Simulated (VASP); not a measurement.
# SnO2 (Cassiterite) (P4_2/mnm) in VASP: a series of runs

The runs below take SnO2 (Cassiterite) through single point, relaxation of cell and atoms, with PBE.

Everything below comes from runs of VASP 6.6.1. Logs are shortened: lines on timing, memory, paths and dates and some standing lists are left out, and cuts for length are marked.

### Step 1. The cell of the first run

It takes space group P4_2/mnm (No. 136, tetragonal). The conventional cell has a = 4.827 Å, b = 4.827 Å, c = 3.238 Å, α = 90.00°, β = 90.00°, γ = 90.00°. Sn (site symmetry mmm) has 6 O at 2.09 Å within 2.8 Å. O (site symmetry m2m) has 3 Sn at 2.09 Å and 1 O at 2.64 Å within 2.8 Å.

### Step 2. Single point, PBE

INCAR reads:

```
SYSTEM = SnO2
PREC     = Accurate       ! precision mode
ENCUT    = 520            ! plane-wave cutoff, eV
EDIFF    = 1E-6           ! SCF threshold, eV
ISMEAR   = 0              ! smearing method
SIGMA    = 0.02           ! smearing width, eV
LREAL    = .False.        ! projectors in reciprocal space
LASPH    = .True.         ! aspherical terms in the spheres
NELM     = 100            ! most SCF steps
ALGO     = Normal         ! electronic algorithm
ISIF     = 2              ! what is computed and relaxed
LWAVE    = .False.        ! write WAVECAR
LCHARG   = .False.        ! write CHGCAR
GGA      = PE             ! functional
NBANDS   = 35             ! bands
```

KPOINTS reads:

```
Automatic mesh
0
Gamma
  6 6 8
  0 0 0
```

POSCAR reads:

```
SnO2
1.0
    4.8274195352      0.0000000000      0.0000000000
    0.0000000000      4.8274195352      0.0000000000
    0.0000000000      0.0000000000      3.2380692396
Sn O
2 4
Direct
    0.0000000000      0.0000000000      0.0000000000
    0.5000000000      0.5000000000      0.5000000000
    0.3065442698      0.3065442698      0.0000000000
    0.1934557302      0.8065442698      0.5000000000
    0.6934557302      0.6934557302      0.0000000000
    0.8065442698      0.1934557302      0.5000000000
```

Potentials or basis: VASP PAW PBE potentials, release 64 (Sn_d, O).

On the command line:

```
$ cat potpaw_PBE.64/Sn_d/POTCAR potpaw_PBE.64/O/POTCAR > POTCAR
$ mpirun -np 1 vasp_std > vasp.out
```

OUTCAR:

```text
SYSTEM = SnO2
   PREC = Accurate
   ENCUT = 520
   EDIFF = 1E-6
   ISMEAR = 0
   LREAL = .False.
   LASPH = .True.
   NELM = 100
   ISIF = 2
   GGA = PE

 ion  position               nearest neighbor table
   1  0.000  0.000  0.000-   4 2.09   6 2.09   4 2.09   6 2.09   5 2.09   3 2.09
   2  0.500  0.500  0.500-   3 2.09   5 2.09   3 2.09   5 2.09   4 2.09   6 2.09
   3  0.307  0.307  0.000-   2 2.09   2 2.09   1 2.09
   4  0.193  0.807  0.500-   1 2.09   1 2.09   2 2.09
   5  0.693  0.693  0.000-   2 2.09   2 2.09   1 2.09
   6  0.807  0.193  0.500-   1 2.09   1 2.09   2 2.09

  LATTYP: Found a simple tetragonal cell.
 ALAT       =     4.8274195352
 C/A-ratio  =     0.6707660720

  Lattice vectors:

 A1 = (   4.8274195352,   0.0000000000,   0.0000000000)
 A2 = (   0.0000000000,   4.8274195352,   0.0000000000)
 A3 = (   0.0000000000,   0.0000000000,   3.2380692396)

Analysis of symmetry for initial positions (statically):
=====================================================================
 Subroutine PRICEL returns:
 Original cell was already a primitive cell.

 Routine SETGRP: Setting up the symmetry group for a
 simple tetragonal supercell.

 Subroutine GETGRP returns: Found 16 space group operations
 (whereof  8 operations were pure point group operations)
 out of a pool of 16 trial point group operations.

The static configuration has the point symmetry D_2h.
 The point group associated with its full space group is D_4h.

Analysis of symmetry for dynamics (positions and initial velocities):
=====================================================================
 Subroutine PRICEL returns:
 Original cell was already a primitive cell.

 Routine SETGRP: Setting up the symmetry group for a
 simple tetragonal supercell.

 Subroutine GETGRP returns: Found 16 space group operations
 (whereof  8 operations were pure point group operations)
 out of a pool of 16 trial point group operations.

The dynamic configuration has the point symmetry D_2h.
 The point group associated with its full space group is D_4h.

 Subroutine INISYM returns: Found 16 space group operations
 (whereof  8 operations are pure point group operations),
 and found     1 'primitive' translations

----------------------------------------------------------------------------------------

                                     Primitive cell

  volume of cell :      75.4599

  direct lattice vectors                    reciprocal lattice vectors
     4.827419535  0.000000000  0.000000000     0.207150009  0.000000000  0.000000000
     0.000000000  4.827419535  0.000000000     0.000000000  0.207150009  0.000000000
     0.000000000  0.000000000  3.238069240     0.000000000  0.000000000  0.308826009

  length of vectors
     4.827419535  4.827419535  3.238069240     0.207150009  0.207150009  0.308826009

  position of ions in fractional coordinates (direct lattice)
     0.000000000  0.000000000  0.000000000
     0.500000000  0.500000000  0.500000000
     0.306544270  0.306544270  0.000000000
     0.193455730  0.806544270  0.500000000
     0.693455730  0.693455730  0.000000000
     0.806544270  0.193455730  0.500000000

  ion indices of the primitive-cell ions
   primitive index   ion index
                 1           1
                 2           2
                 3           3
                 4           4
                 5           5
                 6           6

----------------------------------------------------------------------------------------

 KPOINTS: Automatic mesh

Automatic generation of k-mesh.
 Grid dimensions read from file:
 generate k-points for:    6    6    8

 Generating k-lattice:

  Cartesian coordinates                     Fractional coordinates (reciprocal lattice)
     0.034525001  0.000000000  0.000000000     0.166666667  0.000000000  0.000000000
     0.000000000  0.034525001  0.000000000     0.000000000  0.166666667  0.000000000
     0.000000000  0.000000000  0.038603251     0.000000000  0.000000000  0.125000000

  Length of vectors
     0.034525001  0.034525001  0.038603251

  Shift w.r.t. Gamma in fractional coordinates (k-lattice)
     0.000000000  0.000000000  0.000000000

 Subroutine IBZKPT returns following result:
 ===========================================

 Found     50 irreducible k-points:

 Following reciprocal coordinates:
            Coordinates               Weight
  0.000000  0.000000  0.000000      1.000000
  0.166667  0.000000  0.000000      4.000000
  0.333333  0.000000  0.000000      4.000000
  0.500000  0.000000  0.000000      2.000000
  0.166667  0.166667  0.000000      4.000000
  0.333333  0.166667  0.000000      8.000000
[... 16 lines left out ...]
  0.333333  0.000000  0.250000      8.000000
  0.500000  0.000000  0.250000      4.000000
 [... further k-points ...]
   k-points           NKPTS =     50   k-points in BZ     NKDIM =     50   number of bands    NBANDS=     35
   number of dos      NEDOS =    301   number of ions     NIONS =      6
   total plane-waves  NPLWV =  31104
   dimension x,y,z NGX =    36 NGY =   36 NGZ =   24
   dimension x,y,z NGXF=    72 NGYF=   72 NGZF=   48
   ions per type =               2   4
   NGX,Y,Z   is equivalent  to a cutoff of  12.40, 12.40, 12.32 a.u.
   NGXF,Y,Z  is equivalent  to a cutoff of  24.80, 24.80, 24.64 a.u.
 SYSTEM =  SnO2
   PREC   = accura    normal or accurate (medium, high low for compatibility)
   ISTART =      0    job   : 0-new  1-cont  2-samecut
   ICHARG =      2    charge: 1-file 2-atom 10-const
   ISPIN  =      1    spin polarized calculation?
   LNONCOLLINEAR =      F non collinear calculations
   LSORBIT =      F    spin-orbit coupling
   LASPH  =      T    aspherical Exc in radial PAW
   ENCUT  =  520.0 eV  38.22 Ry    6.18 a.u.   8.98  8.98  6.02*2*pi/ulx,y,z
   NELM   =    100;   NELMIN=  2; NELMDL= -5     # of ELM steps
   EDIFF  = 0.1E-05   stopping-criterion for ELM
   LREAL  =      F    real-space projection
   EDIFFG = 0.1E-04   stopping-criterion for IOM
   NSW    =      0    number of steps for IOM
   IBRION =     -1    ionic relax: 0-MD 1-quasi-New 2-CG
   NFREE  =      0    steps in history (QN), initial steepest desc. (CG)
   ISIF   =      2    stress and relaxation
   ISYM   =      2    0-nonsym 1-usesym 2-fastsym
   POTIM  = 0.5000    time-step for ionic-motion
   TEBEG  =    0.0;   TEEND  =   0.0 temperature during run
   PSTRESS=    0.0 pullay stress
   NELECT =      52.0000    total number of electrons
   NUPDOWN=      -1.0000    fix difference up-down
   EMIN   =  10.00;   EMAX   =-10.00  energy-range for DOS
   EFERMI =   0.00;   METHOD = LEGACY
   ISMEAR =     0;   SIGMA  =   0.02  broadening in eV -4-tet -1-fermi 0-gaus
   EFERMI_NEDOS =   21; number of points for ismear=-14 and -15
   IALGO  =     38    algorithm
   IMIX   =      4    mixing-type and parameters
     AMIX     =   0.40;   BMIX     =  1.00
     AMIX_MAG =   1.60;   BMIX_MAG =  1.00
  volume/ion in A,a.u.               =      12.58        84.87
  Fermi-wavevector in a.u.,A,eV,Ry     =   1.446007  2.732558 28.448934  2.090938
  Thomas-Fermi vector in A             =   2.564125
   LORBIT       =      0    0 simple, 1 ext, 2 COOP (PROOUT), +10 PAW based schemes
   GGA     = PE    functional components
   LHFCALC =     F    Hartree Fock is set to
   AEXX    =    0.0000 exact exchange contribution
   IVDW    =     0    specifies the selected vdW correction
   LEPSILON=     F    determine dielectric tensor
   LRPA    =     F    only Hartree local field effects (RPA)
 non-spin polarized calculation
 Gauss-broadening in eV      SIGMA  =   0.02
  energy-cutoff  :      520.00
  volume of cell :       75.46
 maximum number of plane-waves:      2068
 NGX is ok and might be reduce to    36
   NGX = 17   NGY = 17   NGZ = 13

 number of electron      52.0000002 magnetization

 Free energy of the ion-electron system (eV)
  ---------------------------------------------------
  ext. energy  EPLUGINS =         0.00000000
  ---------------------------------------------------
  free energy    TOTEN  =       -37.31099174 eV

  energy without entropy =      -37.31099174  energy(sigma->0) =      -37.31099174

 E-fermi :   5.6689     XC(G=0): -10.9761

 val. band max:        5.5317274173   @ k =   0.0000   0.0000   0.0000
 cond. band min:       6.2002600715   @ k =   0.0000   0.0000   0.0000
 fundamental gap:      0.6685326542
 Fermi energy:         5.6688565922

 k-point     1 :       0.0000    0.0000    0.0000
  band No.  band energies     occupation
      1     -15.5041      2.00000
      2     -14.8395      2.00000
      3     -14.6466      2.00000
      4     -14.6192      2.00000
      5     -14.6192      2.00000
      6     -14.5537      2.00000
[... 27 lines left out ...]
     34      17.0155      0.00000
     35      17.7850      0.00000

 k-point     2 :       0.1667    0.0000    0.0000
  band No.  band energies     occupation
      1     -15.4667      2.00000
      2     -14.8814      2.00000
      3     -14.6458      2.00000
      4     -14.6178      2.00000
      5     -14.6177      2.00000
      6     -14.5822      2.00000
[... 27 lines left out ...]
     34      17.1163      0.00000
     35      17.7899      0.00000

 k-point     3 :       0.3333    0.0000    0.0000
  band No.  band energies     occupation
      1     -15.3587      2.00000
      2     -15.0147      2.00000
      3     -14.6431      2.00000
      4     -14.6201      2.00000
      5     -14.6147      2.00000
      6     -14.6146      2.00000
[... 27 lines left out ...]
     34      17.4763      0.00000
     35      17.7703      0.00000

 k-point     4 :       0.5000    0.0000    0.0000
  band No.  band energies     occupation
      1     -15.1957      2.00000
      2     -15.1957      2.00000
      3     -14.6367      2.00000
      4     -14.6367      2.00000
      5     -14.6131      2.00000
      6     -14.6131      2.00000
[... 27 lines left out ...]
     34      17.6053      0.00000
     35      17.7269      0.00000

 k-point     5 :       0.1667    0.1667    0.0000
  band No.  band energies     occupation
      1     -15.4371      2.00000
      2     -14.9275      2.00000
      3     -14.6443      2.00000
      4     -14.6197      2.00000
      5     -14.6144      2.00000
      6     -14.5982      2.00000
[... 638 lines left out ...]
 k-point    22 :       0.1667    0.0000    0.2500
  band No.  band energies     occupation
      1     -15.2728      2.00000
      2     -15.0452      2.00000
      3     -14.9534      2.00000
      4     -14.6552      2.00000
      5     -14.5569      2.00000
      6     -14.5501      2.00000
[... 27 lines left out ...]
     34      17.1690      0.00000
     35      17.5948      0.00000

 k-point    23 :       0.3333    0.0000    0.2500
  band No.  band energies     occupation
      1     -15.2635      2.00000
      2     -15.1415      2.00000
      3     -14.8604      2.00000
      4     -14.6785      2.00000
      5     -14.5536      2.00000
      6     -14.5469      2.00000
[... 27 lines left out ...]
     34      17.4092      0.00000
     35      17.7416      0.00000

 k-point    24 :       0.5000    0.0000    0.2500
  band No.  band energies     occupation
      1     -15.2207      2.00000
      2     -15.2207      2.00000
      3     -14.7558      2.00000
      4     -14.7558      2.00000
      5     -14.5493      2.00000
      6     -14.5493      2.00000
[... 27 lines left out ...]
     34      17.5168      0.00000
     35      17.8015      0.00000

 [... further k-points ...]
[... 5 lines left out ...]
  --------------------------------------------------------------------------------------
  -------------------------------------------------------------------------------------
  Total        0.2414116      0.2414116      0.3781342     -0.0000000      0.0000000      0.0000000
  in kB        5.1256929      5.1256929      8.0286092     -0.0000000      0.0000000      0.0000000
  external PRESSURE =       6.0933317 kB  Pullay stress =       0.0000000 kB

 VOLUME and BASIS-vectors are now :
 -----------------------------------------------------------------------------
  energy-cutoff  :      520.00
  volume of cell :       75.46
      direct lattice vectors                 reciprocal lattice vectors
     4.827419535  0.000000000  0.000000000     0.207150009  0.000000000  0.000000000
     0.000000000  4.827419535  0.000000000     0.000000000  0.207150009  0.000000000
     0.000000000  0.000000000  3.238069240     0.000000000  0.000000000  0.308826009

 POSITION                                       TOTAL-FORCE (eV/Angst)
 -----------------------------------------------------------------------------------
      0.00000      0.00000      0.00000        -0.000000     -0.000000     -0.000000
      2.41371      2.41371      1.61903        -0.000000     -0.000000     -0.000000
      1.47982      1.47982      0.00000        -0.008509     -0.008509     -0.000000
      0.93389      3.89353      1.61903         0.008509     -0.008509     -0.000000
      3.34760      3.34760      0.00000         0.008509      0.008509      0.000000
      3.89353      0.93389      1.61903        -0.008509      0.008509     -0.000000
 -----------------------------------------------------------------------------------
    total drift:                                0.000000      0.000000      0.000000

  FREE ENERGIE OF THE ION-ELECTRON SYSTEM (eV)
  ---------------------------------------------------
  free  energy   TOTEN  =       -37.3109917400 eV

  energy  without entropy=      -37.3109917400  energy(sigma->0) =      -37.31099174
```

Wall time 97 s (1 thread of AMD EPYC 7R43 (Zen 3), shared host); peak memory 0.2 GiB.

Results:

```yaml
Free_energy: -37.3110 eV
Pressure: 0.6 GPa
Largest_force: 0.012 eV/Å
Band_gap_on_the_k_mesh: 0.67 eV, direct
```

Forces on the atoms (eV/Å):
```
Sn   0.000  0.000  0.000
Sn   0.000  0.000  0.000
O   -0.009 -0.009  0.000
O    0.009 -0.009  0.000
O    0.009  0.009  0.000
O   -0.009  0.009  0.000
```

Stress tensor (GPa, compression positive):
```
0.51 0.00 0.00
0.00 0.51 0.00
0.00 0.00 0.80
```

Caveat: spin-orbit coupling is left out, which moves the levels of the heavy elements.

### Step 3. Single point, PBE

INCAR reads:

```
PREC     = Accurate       # precision mode
ENCUT    = 600            # plane-wave cutoff, eV
EDIFF    = 1E-6           # SCF threshold, eV
ISMEAR   = 0              # smearing method
SIGMA    = 0.01           # smearing width, eV
LREAL    = False          # projectors in reciprocal space
LASPH    = True           # aspherical terms in the spheres
NELM     = 120            # most SCF steps
ALGO     = Normal         # electronic algorithm
ISIF     = 2              # what is computed and relaxed
LWAVE    = False          # write WAVECAR
LCHARG   = False          # write CHGCAR
GGA      = PE             # functional
NBANDS   = 35             # bands
GGA_COMPAT= False
```

KPOINTS reads:

```
regular mesh
0
Gamma
  6 6 8
```

POSCAR reads:

```
SnO2
1.0
    4.8273977890      0.0000000000      0.0000000000
    0.0000000000      4.8273977890      0.0000000000
    0.0000000000      0.0000000000      3.2382126243
Sn O
2 4
Direct
    0.0000000000      0.0000000000      0.0000000000
    0.5000000000      0.5000000000      0.5000000000
    0.3065711038      0.3065711038      0.0000000000
    0.1934288962      0.8065711038      0.5000000000
    0.6934288962      0.6934288962      0.0000000000
    0.8065711038      0.1934288962      0.5000000000
```

Potentials or basis: VASP PAW PBE potentials, release 64 (Sn_d, O).

On the command line:

```
$ cat potpaw_PBE.64/Sn_d/POTCAR potpaw_PBE.64/O/POTCAR > POTCAR
$ mpirun -np 1 vasp_std > vasp.out
```

It took 66 s on 1 thread of Intel Xeon Platinum 8559C (Emerald Rapids), shared host; peak memory 0.27 GiB.

The run converged. Its results:

```yaml
Free_energy: -37.3203 eV
Pressure: 0.4 GPa
Largest_force: 0.015 eV/Å
Band_gap_on_the_k_mesh: 0.67 eV, direct
```

Forces in eV/Å, atoms in the order of the input:
```
Sn   0.000  0.000  0.000
Sn   0.000  0.000  0.000
O   -0.011 -0.011  0.000
O    0.011 -0.011  0.000
O    0.011  0.011  0.000
O   -0.011  0.011  0.000
```

Stress tensor (GPa, compression positive):
```
0.34 0.00 0.00
0.00 0.34 0.00
0.00 0.00 0.61
```

Levels at points of the mesh, in eV from the valence-band top:
| k point | band 23 | band 24 | band 25 | band 26 | band 27 | band 28 | band 29 | band 30 |
| --- | --- | --- | --- | --- | --- | --- | --- | --- |
| (0.00, 0.00, 0.00) | -1.26 | -0.74 | -0.74 | 0.00 | 0.67 | 5.69 | 6.06 | 6.06 |
| (0.50, 0.00, 0.00) | -1.21 | -1.21 | -0.61 | -0.61 | 3.88 | 3.88 | 6.81 | 6.81 |
| (0.50, 0.50, 0.00) | -1.33 | -1.33 | -0.85 | -0.85 | 4.27 | 4.27 | 7.15 | 7.15 |
| (0.00, 0.00, 0.50) | -1.53 | -1.53 | -1.18 | -1.18 | 5.59 | 5.59 | 9.36 | 9.36 |
| (0.50, 0.00, 0.50) | -1.02 | -1.02 | -0.75 | -0.75 | 5.85 | 5.85 | 7.61 | 7.61 |
| (0.50, 0.50, 0.50) | -0.92 | -0.92 | -0.78 | -0.78 | 4.35 | 4.35 | 8.61 | 8.61 |

Caveat: spin-orbit coupling is left out, which moves the levels of the heavy elements. As with any semilocal functional, this PBE gap is likely too small.

[end of part 1 of 2]
